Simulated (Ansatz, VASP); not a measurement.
# One calculation of Si, two programs

```xyz
2
Lattice="0.0000 2.7169 2.7169 2.7169 0.0000 2.7169 2.7169 2.7169 0.0000" Properties=species:S:1:pos:R:3 pbc="T T T"
Si    0.0000    0.0000    0.0000
Si    1.3585    1.3585    1.3585
```

Alike in both runs: task relaxation of cell and atoms; functional PBEsol; k mesh 12 × 12 × 12; occupations gaussian, width 0.02 eV; no spin polarisation.

|  | VASP | Ansatz |
| --- | --- | --- |
| version | VASP 6.6.1 | Ansatz 0.2.0 |
| potentials or method | VASP PAW PBE potentials, release 64 (Si), cutoff 600 eV | scalar-relativistic, plane waves, PAW |
| valence electrons in the cell | 8 | 8 |

Ansatz gave:

- gap on the k mesh at the Fermi level, each at its own relaxed structure (eV): 0.46
- relaxed volume (Å³/atom): 20.06
- relaxed cell length with the largest relative difference (Å): 3.842

Problem. Which values does VASP return?

Solution. gap on the k mesh at the Fermi level, each at its own relaxed structure (eV): 0.46; relaxed volume (Å³/atom): 20.08; relaxed cell length with the largest relative difference (Å): 3.844.

VASP's potentials were made for PBE, not for PBEsol.
